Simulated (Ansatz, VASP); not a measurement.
**Two plane-wave programs on SiGeW3**

The input INCAR:

```
  PREC = Accurate
  ENCUT = 600
  EDIFF = 1E-6
  ISMEAR = 0
  SIGMA = 0.1
  LREAL = F
  LASPH = T
  NELM = 60
  ALGO = Normal
  ISIF = 3
  LWAVE = F
  LCHARG = F
  GGA = PE
  IBRION = 2
  NSW = 90
  EDIFFG = -0.04
```

The input KPOINTS:

```
regular mesh
0
Gamma
  4 4 4
```

POSCAR

```
SiGeW3
1.0
    4.2761563600      0.0000000000      0.0000000000
    0.0000000000      4.2761563600      0.0000000000
    0.0000000000      0.0000000000      4.2761563600
Si Ge W
1 1 3
Direct
    0.5000000000      0.5000000000      0.5000000000
    0.0000000000      0.0000000000      0.0000000000
    0.0000000000      0.5000000000      0.5000000000
    0.5000000000      0.0000000000      0.5000000000
    0.5000000000      0.5000000000      0.0000000000
```

Input for Ansatz:

```yaml
crystal:
  lattice:
    - [4.27615636, 0.0, 0.0]
    - [0.0, 4.27615636, 0.0]
    - [0.0, 0.0, 4.27615636]
  atoms:
    - { symbol: Si, position: [0.5, 0.5, 0.5] }
    - { symbol: Ge, position: [0.0, 0.0, 0.0] }
    - { symbol: W, position: [0.0, 0.5, 0.5] }
    - { symbol: W, position: [0.5, 0.0, 0.5] }
    - { symbol: W, position: [0.5, 0.5, 0.0] }
basis:
  ecutwfc: 420
kpoints:
  mp_grid: { grid: [4, 4, 4] }
hamiltonian:
  xc: pbe
scf:
  occupations: { method: gaussian, width: 0.1 }
  lower_state_search: "off"
output:
  forces: true
  stress: true
  eigenvalues: true
relax:
  adjacent_minimum: "off"
  f_tol: 0.04
  max_steps: 70
  cell: { stress_tol: 0.4 }
```

Change from the starting cell: species swapped into the DyBPd3 type (Pm-3m, No. 221).

Alike in both runs: task relaxation of cell and atoms; functional PBE; k mesh 4 × 4 × 4; occupations gaussian, width 0.1 eV; no spin polarisation.

```csv
,VASP,Ansatz
version,VASP 6.6.1,Ansatz 0.2.0
potentials or method,"VASP PAW PBE potentials, release 64 (Si, Ge_d, W_sv), cutoff 600 eV","scalar-relativistic, plane waves, PAW"
valence electrons in the cell,60,60
```

|  | VASP | Ansatz | Ansatz less VASP |
| --- | --- | --- | --- |
| gap on the k mesh at the Fermi level, each at its own relaxed structure (eV) | none | none | - |
| relaxed volume (Å³/atom) | 18.24 | 18.21 | -0.028 |
| relaxed cell length with the largest relative difference (Å) | 4.501 | 4.499 | -0.0023 |

A gap of «none» marks a metal or a gap that the smearing closes.

The k mesh is coarse, so the values compare programs but aren't converged. Neither program's run includes spin-orbit coupling. Noted on VASP's run: the volume moved by over 15 % at a fixed basis, so the end points are rough.
